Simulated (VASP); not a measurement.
Set up this calculation in VASP 6.6.1, as the native input.

| Property | Result |
| --- | --- |
| Task | single point |
| Functional | LDA |
| Potentials or basis | VASP PAW LDA potentials, release 64 (Mo_sv, S) |
| Cutoff | 520 eV |
| k mesh | 12 × 12 × 2 |
| Occupations | gaussian, width 0.01 eV |
| Spin | no spin polarisation |
| Dipole correction | no |
| Further INCAR settings | ALGO = Normal; EDIFF = 1e-06; NBANDS = 35 |

The structure of MoS2 lies in POSCAR:

```
MoS2
1.0
    3.1730194991      0.0000000000      0.0000000000
   -1.5865097496      2.7479154930      0.0000000000
    0.0000000000      0.0000000000     12.4359058611
Mo S
2 4
Direct
    0.3333333333      0.6666666667      0.2500000000
    0.6666666667      0.3333333333      0.7500000000
    0.3333333333      0.6666666667      0.6249005404
    0.6666666667      0.3333333333      0.1249005404
    0.3333333333      0.6666666667      0.8750994596
    0.6666666667      0.3333333333      0.3750994596
```

One way to write it, as run:

INCAR

```
PREC = Accurate
ENCUT = 520
EDIFF = 1E-6
ISMEAR = 0
SIGMA = 0.01
LREAL = F
LASPH = T
NELM = 60
ALGO = Normal
ISIF = 2
LWAVE = F
LCHARG = F
NBANDS = 35
```

KPOINTS

```
regular mesh
0
Gamma
  12 12 2
```

Potentials or basis: VASP PAW LDA potentials, release 64 (Mo_sv, S).

Launch:

```sh
$ cat potpaw_LDA.64/Mo_sv/POTCAR potpaw_LDA.64/S/POTCAR > POTCAR
$ mpirun -np 1 vasp_std > vasp.out
```

Results of the run:

```yaml
Pressure: -5.1 GPa
Largest_force: 0.306 eV/Å
Band_gap_on_the_k_mesh: 0.87 eV (least direct gap 1.64 eV)
```

Caveat: the cell stands under tension.

Wall time 51 s on 1 thread of Intel(R) Xeon(R) 6975P-C (Granite Rapids), on a shared host, peak memory 0.24 GiB.
